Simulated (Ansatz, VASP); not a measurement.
**Two plane-wave programs on Pb**

```
Pb
1.0
     3.48000    0.00000    0.00000
    -1.74000    3.01377    0.00000
     0.00000    0.00000    5.70180
Pb
2
Direct
  0.33333 0.66667 0.25000
  0.66667 0.33333 0.75000
```

Change from the starting cell: strain +0.0200 x Voigt [0, 0, 1, 0, 0, 0], atoms carried along.

Alike in both runs: task single point; functional r2SCAN; k mesh 18 × 18 × 10; occupations gaussian, width 0.15 eV; no spin polarisation.

|  | VASP | Ansatz |
| --- | --- | --- |
| version | VASP 6.6.1 | Ansatz 0.2.0 |
| potentials or method | VASP PAW PBE potentials, release 64 (Pb_d), cutoff 520 eV | scalar-relativistic, plane waves, PAW |
| valence electrons in the cell | 28 | 28 |

```csv
,VASP,Ansatz,Ansatz less VASP
gap on the k mesh at the Fermi level (eV),none,none,-
pressure (GPa),1.7,1.7,0.00
"traceless stress, the component that is largest in VASP (GPa)",0.63,0.63,+0.003
```

VASP's potentials were made for PBE, not for r2SCAN. A gap of «none» marks a metal or a gap that the smearing closes.

Neither program's run includes spin-orbit coupling.
